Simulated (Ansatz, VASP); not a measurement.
Ta in VASP and in Ansatz

```xyz
1
Lattice="-1.6513 1.6513 1.6513 1.6513 -1.6513 1.6513 1.6513 1.6513 -1.6513" Properties=species:S:1:pos:R:3 pbc="T T T"
Ta    0.0000    0.0000    0.0000
```

Alike in both runs: task single point; functional r2SCAN; k mesh 20 × 20 × 20; occupations gaussian, width 0.15 eV; no spin polarisation.

|  | VASP | Ansatz |
| --- | --- | --- |
| version | VASP 6.6.1 | Ansatz 0.2.0 |
| potentials or method | VASP PAW PBE potentials, release 64 (Ta_pv), cutoff 520 eV | scalar-relativistic, plane waves, PAW |
| valence electrons in the cell | 11 | 13 |

Ansatz gave:

```
gap on the k mesh at the Fermi level (eV) : none
pressure (GPa)                            : 0.5
```

Q: Estimate VASP's values.

A: gap on the k mesh at the Fermi level (eV): none; pressure (GPa): 1.1.

VASP's potentials were made for PBE, not for r2SCAN. A gap of «none» marks a metal or a gap that the smearing closes. VASP's potentials hold 11 valence electrons a cell and Ansatz's 13, so a difference there can come from the potentials and not from the codes.

Neither program's run includes spin-orbit coupling.
